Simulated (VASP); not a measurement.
# Rh (Fm-3m) in VASP: single point with r2SCAN

Aim: the single point of Rh with r2SCAN.

All numbers are computed with VASP 6.6.1; they aren't measurements. Logs are shortened: lines on timing, memory, paths and dates and some standing lists are left out, and cuts for length are marked.

## (1) The cell of the first run

It takes space group Fm-3m (No. 225, cubic). Conventional cell: a = 3.803 Å, b = 3.803 Å, c = 3.803 Å, α = 90.00°, β = 90.00°, γ = 90.00°. Within 3.5 Å of Rh (site symmetry m-3m) lie 12 Rh at 2.69 Å.

## (2) Single point, r2SCAN

POSCAR reads:

```
Rh
1.0
    0.0000000000      1.9015500000      1.9015500000
    1.9015500000      0.0000000000      1.9015500000
    1.9015500000      1.9015500000      0.0000000000
Rh
1
Direct
    0.0000000000      0.0000000000      0.0000000000
```

INCAR.step1 reads:

```
PREC     = Accurate       # precision mode
ENCUT    = 520            # plane-wave cutoff, eV
ISMEAR   = 0              # smearing method
SIGMA    = 0.1            # smearing width, eV
LREAL    = False          # projectors in reciprocal space
LASPH    = True           # aspherical terms in the spheres
NELM     = 80             # most SCF steps
NBANDS   = 14             # bands
GGA      = PE             # functional
ALGO     = Normal         # electronic algorithm
EDIFF    = 1E-4           # SCF threshold, eV
LWAVE    = True           # write WAVECAR
LCHARG   = False          # write CHGCAR
```

INCAR.step2 reads:

```
PREC     = Accurate       # precision mode
ENCUT    = 520            # plane-wave cutoff, eV
EDIFF    = 1E-6           # SCF threshold, eV
ISMEAR   = 0              # smearing method
SIGMA    = 0.1            # smearing width, eV
LREAL    = False          # projectors in reciprocal space
LASPH    = True           # aspherical terms in the spheres
NELM     = 80             # most SCF steps
ALGO     = Normal         # electronic algorithm
ISIF     = 2              # what is computed and relaxed
LWAVE    = False          # write WAVECAR
LCHARG   = True           # write CHGCAR
METAGGA  = R2SCAN         # meta-GGA
LMIXTAU  = True         
LELF     = True           # ELF
LVHAR    = True         
NBANDS   = 14             # bands
ISTART   = 1
```

KPOINTS reads:

```
Automatic mesh
0
Gamma
  8 8 8
```

Potentials or basis: VASP PAW PBE potentials, release 64 (Rh_pv).

Started as:

```
$ cat potpaw_PBE.64/Rh_pv/POTCAR > POTCAR
$ cp INCAR.step1 INCAR
$ mpirun -np 1 vasp_std > vasp.out
$ cp INCAR.step2 INCAR
$ mpirun -np 1 vasp_std > vasp.out
```

OUTCAR:

```text
PREC = Accurate
   ENCUT = 520
   EDIFF = 1E-6
   ISMEAR = 0
   LREAL = False
   LASPH = True
   NELM = 80
   ISIF = 2
   METAGGA = R2SCAN
   ISTART = 1

 ion  position               nearest neighbor table
   1  0.000  0.000  0.000-

  LATTYP: Found a face centered cubic cell.
 ALAT       =     3.8031000000

  Lattice vectors:

 A1 = (   0.0000000000,   1.9015500000,   1.9015500000)
 A2 = (   1.9015500000,   0.0000000000,   1.9015500000)
 A3 = (   1.9015500000,   1.9015500000,   0.0000000000)

Analysis of symmetry for initial positions (statically):
=====================================================================
 Subroutine PRICEL returns:
 Original cell was already a primitive cell.

 Routine SETGRP: Setting up the symmetry group for a
 face centered cubic supercell.

 Subroutine GETGRP returns: Found 48 space group operations
 (whereof 48 operations were pure point group operations)
 out of a pool of 48 trial point group operations.

The static configuration has the point symmetry O_h .

Analysis of symmetry for dynamics (positions and initial velocities):
=====================================================================
 Subroutine PRICEL returns:
 Original cell was already a primitive cell.

 Routine SETGRP: Setting up the symmetry group for a
 face centered cubic supercell.

 Subroutine GETGRP returns: Found 48 space group operations
 (whereof 48 operations were pure point group operations)
 out of a pool of 48 trial point group operations.

The dynamic configuration has the point symmetry O_h .

 Subroutine INISYM returns: Found 48 space group operations
 (whereof 48 operations are pure point group operations),
 and found     1 'primitive' translations

----------------------------------------------------------------------------------------

                                     Primitive cell

  volume of cell :      13.7516

  direct lattice vectors                    reciprocal lattice vectors
     0.000000000  1.901550000  1.901550000    -0.262943388  0.262943388  0.262943388
     1.901550000  0.000000000  1.901550000     0.262943388 -0.262943388  0.262943388
     1.901550000  1.901550000  0.000000000     0.262943388  0.262943388 -0.262943388

  length of vectors
     2.689197800  2.689197800  2.689197800     0.455431308  0.455431308  0.455431308

  position of ions in fractional coordinates (direct lattice)
     0.000000000  0.000000000  0.000000000

  ion indices of the primitive-cell ions
   primitive index   ion index
                 1           1

----------------------------------------------------------------------------------------

 KPOINTS: Automatic mesh

Automatic generation of k-mesh.
 Grid dimensions read from file:
 generate k-points for:    8    8    8

 Generating k-lattice:

  Cartesian coordinates                     Fractional coordinates (reciprocal lattice)
    -0.032867924  0.032867924  0.032867924     0.125000000  0.000000000  0.000000000
     0.032867924 -0.032867924  0.032867924     0.000000000  0.125000000  0.000000000
     0.032867924  0.032867924 -0.032867924     0.000000000  0.000000000  0.125000000

  Length of vectors
     0.056928914  0.056928914  0.056928914

  Shift w.r.t. Gamma in fractional coordinates (k-lattice)
     0.000000000  0.000000000  0.000000000

 Subroutine IBZKPT returns following result:
 ===========================================

 Found     29 irreducible k-points:

 Following reciprocal coordinates:
            Coordinates               Weight
  0.000000  0.000000  0.000000      1.000000
  0.125000  0.000000  0.000000      8.000000
  0.250000  0.000000  0.000000      8.000000
  0.375000  0.000000  0.000000      8.000000
  0.500000  0.000000  0.000000      4.000000
  0.125000  0.125000  0.000000      6.000000
[... 16 lines left out ...]
  0.500000  0.250000  0.125000     48.000000
 -0.375000  0.250000  0.125000     24.000000
 [... further k-points ...]
   k-points           NKPTS =     29   k-points in BZ     NKDIM =     29   number of bands    NBANDS=     14
   number of dos      NEDOS =    301   number of ions     NIONS =      1
   total plane-waves  NPLWV =   8000
   dimension x,y,z NGX =    20 NGY =   20 NGZ =   20
   dimension x,y,z NGXF=    40 NGYF=   40 NGZF=   40
   ions per type =               1
   NGX,Y,Z   is equivalent  to a cutoff of  12.36, 12.36, 12.36 a.u.
   NGXF,Y,Z  is equivalent  to a cutoff of  24.73, 24.73, 24.73 a.u.
 SYSTEM =  unknown system
   PREC   = accura    normal or accurate (medium, high low for compatibility)
   ISTART =      1    job   : 0-new  1-cont  2-samecut
   ICHARG =      0    charge: 1-file 2-atom 10-const
   ISPIN  =      1    spin polarized calculation?
   LNONCOLLINEAR =      F non collinear calculations
   LSORBIT =      F    spin-orbit coupling
   LASPH  =      T    aspherical Exc in radial PAW
   ENCUT  =  520.0 eV  38.22 Ry    6.18 a.u.   5.00  5.00  5.00*2*pi/ulx,y,z
   NELM   =     80;   NELMIN=  2; NELMDL=  0     # of ELM steps
   EDIFF  = 0.1E-05   stopping-criterion for ELM
   LREAL  =      F    real-space projection
   EDIFFG = 0.1E-04   stopping-criterion for IOM
   NSW    =      0    number of steps for IOM
   IBRION =     -1    ionic relax: 0-MD 1-quasi-New 2-CG
   NFREE  =      0    steps in history (QN), initial steepest desc. (CG)
   ISIF   =      2    stress and relaxation
   ISYM   =      2    0-nonsym 1-usesym 2-fastsym
   POTIM  = 0.5000    time-step for ionic-motion
   TEBEG  =    0.0;   TEEND  =   0.0 temperature during run
   PSTRESS=    0.0 pullay stress
   NELECT =      15.0000    total number of electrons
   NUPDOWN=      -1.0000    fix difference up-down
   EMIN   =  10.00;   EMAX   =-10.00  energy-range for DOS
   EFERMI =   0.00;   METHOD = LEGACY
   ISMEAR =     0;   SIGMA  =   0.10  broadening in eV -4-tet -1-fermi 0-gaus
   EFERMI_NEDOS =   21; number of points for ismear=-14 and -15
   IALGO  =     38    algorithm
   IMIX   =      4    mixing-type and parameters
     AMIX     =   0.40;   BMIX     =  1.00
     AMIX_MAG =   1.60;   BMIX_MAG =  1.00
  volume/ion in A,a.u.               =      13.75        92.80
  Fermi-wavevector in a.u.,A,eV,Ry     =   1.685211  3.184586 38.639656  2.839935
  Thomas-Fermi vector in A             =   2.768095
   LORBIT       =      0    0 simple, 1 ext, 2 COOP (PROOUT), +10 PAW based schemes
   METAGGA = R2SCAN    functional components
   LHFCALC =     F    Hartree Fock is set to
   AEXX    =    0.0000 exact exchange contribution
   IVDW    =     0    specifies the selected vdW correction
   LEPSILON=     F    determine dielectric tensor
   LRPA    =     F    only Hartree local field effects (RPA)
 non-spin polarized calculation
 Gauss-broadening in eV      SIGMA  =   0.10
  energy-cutoff  :      520.00
  volume of cell :       13.75
 maximum number of plane-waves:       388
   NGX =  9   NGY =  9   NGZ =  9

 number of electron      15.0000007 magnetization

 Free energy of the ion-electron system (eV)
  ---------------------------------------------------
  ext. energy  EPLUGINS =         0.00000000
  ---------------------------------------------------
  free energy    TOTEN  =       -24.11329026 eV

  energy without entropy =      -24.10555844  energy(sigma->0) =      -24.10942435

 E-fermi :  11.7729     XC(G=0): -15.1921

 val. band max:       11.7536501388   @ k =  -0.3750   0.2500   0.0000
 cond. band min:      11.8259481360   @ k =   0.3750   0.0000   0.0000
 fundamental gap:      0.0722979972
 Fermi energy:        11.7729026368

 k-point     1 :       0.0000    0.0000    0.0000
  band No.  band energies     occupation
      1     -36.0228      2.00000
      2     -36.0227      2.00000
      3     -36.0227      2.00000
      4       3.5594      2.00000
      5       8.5824      2.00000
      6       8.5824      2.00000
      7       8.5824      2.00000
      8      10.6783      2.00000
      9      10.6783      2.00000
     10      28.4320      0.00000
     11      29.1983      0.00000
     12      34.1932      0.00000
     13      34.1933      0.00000
     14      34.1933      0.00000

 k-point     2 :       0.1250    0.0000    0.0000
  band No.  band energies     occupation
      1     -36.1417      2.00000
      2     -36.0388      2.00000
      3     -36.0388      2.00000
      4       4.1891      2.00000
      5       8.3383      2.00000
      6       8.8047      2.00000
      7       8.8047      2.00000
      8      10.5778      2.00000
      9      10.5778      2.00000
     10      29.1973      0.00000
     11      29.2700      0.00000
     12      31.5599      0.00000
     13      35.1113      0.00000
     14      35.1113      0.00000

 k-point     3 :       0.2500    0.0000    0.0000
  band No.  band energies     occupation
      1     -36.4236      2.00000
      2     -36.0773      2.00000
      3     -36.0773      2.00000
      4       5.4051      2.00000
      5       8.4759      2.00000
      6       8.9381      2.00000
      7       8.9381      2.00000
      8      10.8719      2.00000
      9      10.8719      2.00000
     10      27.5910      0.00000
     11      29.1983      0.00000
     12      30.0802      0.00000
     13      37.2453      0.00000
     14      37.2453      0.00000
[... 324 lines left out ...]
 k-point    23 :       0.5000    0.2500    0.1250
  band No.  band energies     occupation
      1     -36.6395      2.00000
      2     -36.3107      2.00000
      3     -36.1726      2.00000
      4       6.6560      2.00000
      5       7.6996      2.00000
      6       8.2859      2.00000
      7       9.9602      2.00000
      8      11.6286      1.95876
      9      15.0664      0.00000
     10      23.9605      0.00000
     11      28.3528      0.00000
     12      29.1976      0.00000
     13      30.3214      0.00000
     14      35.1537      0.00000

 k-point    24 :      -0.3750    0.2500    0.1250
  band No.  band energies     occupation
      1     -36.7030      2.00000
      2     -36.3381      2.00000
      3     -36.1974      2.00000
      4       6.5777      2.00000
      5       7.4444      2.00000
      6       9.0269      2.00000
      7       9.6513      2.00000
      8      12.1529      0.00000
      9      17.4639      0.00000
     10      20.6313      0.00000
     11      28.5586      0.00000
     12      29.1912      0.00000
     13      29.3716      0.00000
     14      33.9140      0.00000

 [... further k-points ...]

------------------------ aborting loop because EDIFF is reached ----------------------------------------

  FORCE on cell =-STRESS in cart. coord.  units (eV):
  Direction    XX          YY          ZZ          XY          YZ          ZX
  --------------------------------------------------------------------------------------
  -------------------------------------------------------------------------------------
  Total        0.1073189      0.1073189      0.1073189      0.0000000      0.0000000      0.0000000
  in kB       12.5035619     12.5035619     12.5035619      0.0000000      0.0000000      0.0000000
  external PRESSURE =      12.5035619 kB  Pullay stress =       0.0000000 kB

 VOLUME and BASIS-vectors are now :
 -----------------------------------------------------------------------------
  energy-cutoff  :      520.00
  volume of cell :       13.75
      direct lattice vectors                 reciprocal lattice vectors
     0.000000000  1.901550000  1.901550000    -0.262943388  0.262943388  0.262943388
     1.901550000  0.000000000  1.901550000     0.262943388 -0.262943388  0.262943388
     1.901550000  1.901550000  0.000000000     0.262943388  0.262943388 -0.262943388

 POSITION                                       TOTAL-FORCE (eV/Angst)
 -----------------------------------------------------------------------------------
      0.00000      0.00000      0.00000        -0.000000      0.000000      0.000000
 -----------------------------------------------------------------------------------
    total drift:                                0.000000     -0.000000      0.000000

  FREE ENERGIE OF THE ION-ELECTRON SYSTEM (eV)
  ---------------------------------------------------
  free  energy   TOTEN  =       -24.1132902620 eV

  energy  without entropy=      -24.1055584380  energy(sigma->0) =      -24.10942435
```

Wall time 45 s (1 thread of Intel Xeon 8259CL, shared host); peak memory 0.13 GiB.

What came out:

| Quantity | Value |
| --- | --- |
| Free energy | -24.1133 eV |
| Pressure | 1.3 GPa |

Caveat: the PAW data sets were made with another functional, which shifts forces and pressure a little.
